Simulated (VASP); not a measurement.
# TaF3 in VASP: a series of runs, part 2 of 2

VASP 6.6.1. Earlier steps stand in the parts before.

## (3) Single point, PBE (strain -0.030 along x and y, -0.015 along z)

INCAR

```
SYSTEM = TaF3
PREC = Accurate
ENCUT = 520
EDIFF = 1E-6
ISMEAR = 0
SIGMA = 0.15
LREAL = .FALSE.
LASPH = .TRUE.
NELM = 80
ALGO = Normal
ISIF = 2
LWAVE = .FALSE.
LCHARG = .FALSE.
GGA = PE
NBANDS = 24
```

KPOINTS

```
Automatic mesh
0
G
  12 12 12
  0 0 0
```

POSCAR

```
TaF3
1.0
    3.7841640000      0.0000000000      0.0000000000
    0.0000000000      3.7841640000      0.0000000000
    0.0000000000      0.0000000000      3.8426820000
Ta F
1 3
Direct
    0.0000000000      0.0000000000      0.0000000000
    0.5000000000      0.0000000000      0.0000000000
    0.0000000000      0.5000000000      0.0000000000
    0.0000000000      0.0000000000      0.5000000000
```

Potentials or basis: VASP PAW PBE potentials, release 64 (Ta_pv, F).

Launch:

```console
$ cat potpaw_PBE.64/Ta_pv/POTCAR potpaw_PBE.64/F/POTCAR > POTCAR
$ mpirun -np 1 vasp_std > vasp.out
```

OUTCAR:

```text
SYSTEM = TaF3
   PREC = Accurate
   ENCUT = 520
   EDIFF = 1E-6
   ISMEAR = 0
   LREAL = .FALSE.
   LASPH = .TRUE.
   NELM = 80
   ISIF = 2
   GGA = PE

 ion  position               nearest neighbor table
   1  0.000  0.000  0.000-   2 1.89   3 1.89   3 1.89   2 1.89   4 1.92   4 1.92
   2  0.500  0.000  0.000-   1 1.89   1 1.89
   3  0.000  0.500  0.000-   1 1.89   1 1.89
   4  0.000  0.000  0.500-   1 1.92   1 1.92

  LATTYP: Found a simple tetragonal cell.
 ALAT       =     3.7841640000
 C/A-ratio  =     1.0154639175

  Lattice vectors:

 A1 = (   3.7841640000,   0.0000000000,   0.0000000000)
 A2 = (   0.0000000000,   3.7841640000,   0.0000000000)
 A3 = (   0.0000000000,   0.0000000000,   3.8426820000)

Analysis of symmetry for initial positions (statically):
=====================================================================
 Subroutine PRICEL returns:
 Original cell was already a primitive cell.

 Routine SETGRP: Setting up the symmetry group for a
 simple tetragonal supercell.

 Subroutine GETGRP returns: Found 16 space group operations
 (whereof 16 operations were pure point group operations)
 out of a pool of 16 trial point group operations.

[... 167 lines left out ...]

 val. band max:        5.7802864312   @ k =   0.3333   0.0000   0.0833
 cond. band min:       5.7834596325   @ k =   0.3333   0.0000   0.0000
 fundamental gap:      0.0031732013
 Fermi energy:         5.7808985794

 k-point     1 :       0.0000    0.0000    0.0000
  band No.  band energies     occupation
      1     -31.4413      2.00000
      2     -31.4413      2.00000
      3     -31.3501      2.00000
      4     -24.0465      2.00000
      5     -23.7754      2.00000
      6     -23.5029      2.00000
[... 637 lines left out ...]
     23      13.6243      0.00000
     24      15.0504      0.00000

 [... further k-points ...]

------------------------ aborting loop because EDIFF is reached ----------------------------------------

  FORCE on cell =-STRESS in cart. coord.  units (eV):
  Direction    XX          YY          ZZ          XY          YZ          ZX
  --------------------------------------------------------------------------------------
  -------------------------------------------------------------------------------------
  Total       16.4607400     16.4607400     13.4642794      0.0000000      0.0000000      0.0000000
  in kB      479.2759019    479.2759019    392.0300455      0.0000000      0.0000000      0.0000000
  external PRESSURE =     450.1939498 kB  Pullay stress =       0.0000000 kB

 VOLUME and BASIS-vectors are now :
 -----------------------------------------------------------------------------
  energy-cutoff  :      520.00
  volume of cell :       55.03
      direct lattice vectors                 reciprocal lattice vectors
     3.784164000  0.000000000  0.000000000     0.264259160  0.000000000  0.000000000
     0.000000000  3.784164000  0.000000000     0.000000000  0.264259160  0.000000000
     0.000000000  0.000000000  3.842682000     0.000000000  0.000000000  0.260234909

 POSITION                                       TOTAL-FORCE (eV/Angst)
 -----------------------------------------------------------------------------------
      0.00000      0.00000      0.00000         0.000000      0.000000      0.000000
      1.89208      0.00000      0.00000         0.000000      0.000000      0.000000
      0.00000      1.89208      0.00000         0.000000      0.000000      0.000000
      0.00000      0.00000      1.92134         0.000000      0.000000      0.000000
 -----------------------------------------------------------------------------------
    total drift:                                0.000000      0.000000     -0.000000

  FREE ENERGIE OF THE ION-ELECTRON SYSTEM (eV)
  ---------------------------------------------------
  free  energy   TOTEN  =       -25.0611618667 eV

  energy  without entropy=      -25.0342501769  energy(sigma->0) =      -25.04770602
```

Run time: 3.9 min. Hardware: 1 thread of Intel Xeon 8259CL, shared host; peak memory 0.33 GiB.

Results:

```
Free energy            : -25.0612 eV
Pressure               : 45.0 GPa
Band gap on the k mesh : zero (bands 16 and 17 overlap by 3.44 eV)
```

Caveat: the cell differs from its parent crystal (strain -0.030 along x and y, -0.015 along z); the cell stands under pressure; spin-orbit coupling is left out, which moves the levels of the heavy elements.

## (4) Single point, PBE (strain -0.030 along x and y, +0.000 along z)

INCAR

```
PREC = Accurate
ENCUT = 520
EDIFF = 1E-7
ISMEAR = 0
SIGMA = 0.15
LREAL = False
LASPH = True
NELM = 100
ALGO = Normal
ISIF = 2
LWAVE = False
LCHARG = True
GGA = PE
LELF = True
LVHAR = True
NBANDS = 24
```

KPOINTS

```
Automatic mesh
0
Gamma
  12 12 12
```

Changes to POSCAR since step 3:

```diff
@@ -4,3 +4,3 @@
     0.0000000000      3.7841640000      0.0000000000
-    0.0000000000      0.0000000000      3.8426820000
+    0.0000000000      0.0000000000      3.9012000000
 Ta F
```

Launch:

```console
$ cat potpaw_PBE.64/Ta_pv/POTCAR potpaw_PBE.64/F/POTCAR > POTCAR
$ mpirun -np 1 vasp_std > vasp.out
```

Wall time 5 min (1 thread of Intel Xeon 8259CL, shared host); peak memory 0.33 GiB.

The run converged. Its results:

| Property | Result |
| --- | --- |
| Free energy | -25.2446 eV |
| Pressure | 41.1 GPa |
| Band gap on the k mesh | zero (bands 16 and 17 overlap by 3.31 eV) |

Stress tensor (GPa, compression positive):
```
46.51  0.00  0.00
 0.00 46.51  0.00
 0.00  0.00 30.33
```

Levels at points of the mesh, in eV from the Fermi level:
| k point | band 14 | band 15 | band 16 | band 17 | band 18 | band 19 |
| --- | --- | --- | --- | --- | --- | --- |
| (0.00, 0.00, 0.00) | -9.39 | -9.39 | -1.40 | -1.37 | -1.37 | -0.68 |
| (0.50, 0.00, 0.00) | -9.56 | -9.38 | -1.26 | 0.51 | 0.52 | 2.25 |
| (0.50, 0.50, 0.00) | -9.76 | -9.10 | 0.67 | 0.67 | 1.78 | 3.33 |
| (0.00, 0.00, 0.50) | -9.72 | -9.72 | -1.32 | 0.25 | 0.25 | 2.12 |
| (0.50, 0.00, 0.50) | -10.00 | -8.87 | 0.37 | 0.61 | 1.57 | 4.04 |
| (0.50, 0.50, 0.50) | -8.86 | -8.86 | 1.94 | 1.94 | 2.14 | 3.32 |

Caveat: the cell differs from its parent crystal (strain -0.030 along x and y, +0.000 along z); the cell stands under pressure; spin-orbit coupling is left out, which moves the levels of the heavy elements.

## (5) The runs side by side

```tsv
cell	gap on the mesh (eV)	pressure (GPa)
a = 3.960 Å, 4 atoms	none	17.2
a = 3.784, b = 3.784, c = 3.843 Å, 4 atoms	none	45.0
a = 3.784, b = 3.784, c = 3.901 Å, 4 atoms	none	41.1
```

Alike in all rows: task single point; level PBE; potentials or basis VASP PAW PBE potentials, release 64 (Ta_pv, F); no spin polarisation; k mesh 12 × 12 × 12; cutoff (eV) 520; smearing gaussian 0.15 eV.

Caveats: the cell stands under pressure; spin-orbit coupling is left out, which moves the levels of the heavy elements.

Total energies depend on the potentials used, so only differences within one code and one set of settings carry meaning.
